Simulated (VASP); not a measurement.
Write the native input for VASP 6.6.1 that does the following.

| Property | Result |
| --- | --- |
| Task | single point |
| Functional | r2SCAN |
| Potentials or basis | VASP PAW PBE potentials, release 64 (Pt, Se) |
| Cutoff | 520 eV |
| k mesh | 12 × 12 × 6 |
| Occupations | gaussian, width 0.02 eV |
| Spin | no spin polarisation |
| Dipole correction | no |
| Further INCAR settings | ALGO = Normal; EDIFF = 1e-07; NBANDS = 18 |

PtSe2:

```xyz
3
Lattice="3.7178 0.0000 0.0000 -1.8589 3.2197 0.0000 0.0000 0.0000 5.8156" Properties=species:S:1:pos:R:3 pbc="T T T"
Pt    0.0000    0.0000    0.0000
Se    0.0000    2.1465    1.3109
Se    1.8589    1.0732    4.5047
```

These files were run (other wordings do the same):

POSCAR

```
PtSe2
1.0
    3.7177695670      0.0000000000      0.0000000000
   -1.8588847835      3.2196828904      0.0000000000
    0.0000000000      0.0000000000      5.8156219393
Pt Se
1 2
Direct
    0.0000000000      0.0000000000      0.0000000000
    0.3333333333      0.6666666667      0.2254110357
    0.6666666667      0.3333333333      0.7745889643
```

INCAR.step1

```
  PREC = Accurate
  ENCUT = 520
  ISMEAR = 0
  SIGMA = 0.02
  LREAL = False
  LASPH = True
  NELM = 60
  NBANDS = 18
  GGA = PE
  ALGO = Normal
  EDIFF = 1E-4
  LWAVE = True
  LCHARG = False
```

INCAR.step2

```
  PREC = Accurate
  ENCUT = 520
  EDIFF = 1E-7
  ISMEAR = 0
  SIGMA = 0.02
  LREAL = False
  LASPH = True
  NELM = 60
  ALGO = Normal
  ISIF = 2
  LWAVE = False
  LCHARG = True
  METAGGA = R2SCAN
  LMIXTAU = True
  LELF = True
  LVHAR = True
  NBANDS = 18
  ISTART = 1
```

KPOINTS

```
regular mesh
0
Gamma
  12 12 6
```

Potentials or basis: VASP PAW PBE potentials, release 64 (Pt, Se).

Command:

```sh
$ cat potpaw_PBE.64/Pt/POTCAR potpaw_PBE.64/Se/POTCAR > POTCAR
$ cp INCAR.step1 INCAR
$ mpirun -np 1 vasp_std > vasp.out
$ cp INCAR.step2 INCAR
$ mpirun -np 1 vasp_std > vasp.out
```

Results of the run:

The pressure is 0.1 GPa and the largest force is 0.010 eV/Å. The band gap on the k mesh is 0.57 eV (least direct gap 0.94 eV).

Caveat: the PAW data sets were made with another functional, which shifts forces and pressure a little; spin-orbit coupling is left out, which moves the levels of the heavy elements.

Wall time 11 min on 1 thread of Intel Xeon 8259CL (shared host), peak memory 0.29 GiB.
